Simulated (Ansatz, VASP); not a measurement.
## One calculation of Ge2Pd, two programs

File INCAR:

```
  PREC = Accurate
  ENCUT = 600
  EDIFF = 1E-7
  ISMEAR = 0
  SIGMA = 0.1
  LREAL = False
  LASPH = True
  NELM = 100
  ALGO = Normal
  ISIF = 3
  LWAVE = False
  LCHARG = False
  GGA = PE
  IBRION = 2
  NSW = 90
  EDIFFG = -0.04
```

Contents of KPOINTS:

```
Automatic mesh
0
Gamma
  6 6 6
```

POSCAR

```
Ge2Pd
1.0
    1.7004901696      0.9817784572      5.1359153194
   -1.7004901696      0.9817784572      5.1359153194
    0.0000000000     -1.9635569143      5.1359153194
Ge Pd
2 1
Direct
    0.7500000000      0.7500000000      0.7500000000
    0.2500000000      0.2500000000      0.2500000000
    0.0000000000      0.0000000000      0.0000000000
```

Input for Ansatz:

```yaml
crystal:
  lattice:
    - [1.7004901696, 0.9817784572, 5.1359153194]
    - [-1.7004901696, 0.9817784572, 5.1359153194]
    - [0.0, -1.9635569143, 5.1359153194]
  atoms:
    - { symbol: Ge, position: [0.75, 0.75, 0.75] }
    - { symbol: Ge, position: [0.25, 0.25, 0.25] }
    - { symbol: Pd, position: [0.0, 0.0, 0.0] }
basis:
  ecutwfc: 420
kpoints:
  mp_grid: { grid: [6, 6, 6] }
hamiltonian:
  xc: pbe
scf:
  occupations: { method: gaussian, width: 0.1 }
  lower_state_search: "off"
output:
  forces: true
  stress: true
  eigenvalues: true
relax:
  adjacent_minimum: "off"
  f_tol: 0.04
  max_steps: 70
  cell: { stress_tol: 0.4 }
```

Alike in both runs: task relaxation of cell and atoms; functional PBE; k mesh 6 × 6 × 6; occupations gaussian, width 0.1 eV; no spin polarisation.

|  | VASP | Ansatz |
| --- | --- | --- |
| version | VASP 6.6.1 | Ansatz 0.2.0 |
| potentials or method | VASP PAW PBE potentials, release 64 (Ge_d, Pd), cutoff 600 eV | scalar-relativistic, plane waves, PAW |
| valence electrons in the cell | 38 | 46 |

```csv
,VASP,Ansatz,Ansatz less VASP
"gap on the k mesh at the Fermi level, each at its own relaxed structure (eV)",none,none,-
relaxed volume (Å³/atom),17.47,18.68,+1.205
relaxed cell length with the largest relative difference (Å),6.269,4.376,-1.8935
```

A gap of «none» marks a metal or a gap that the smearing closes. One of these differences is far larger than is usual between the two programs; its cause wasn't traced. VASP's potentials hold 38 valence electrons a cell and Ansatz's 46, so a difference there can come from the potentials and not from the codes.

The k mesh is coarse, so the values compare programs but aren't converged.
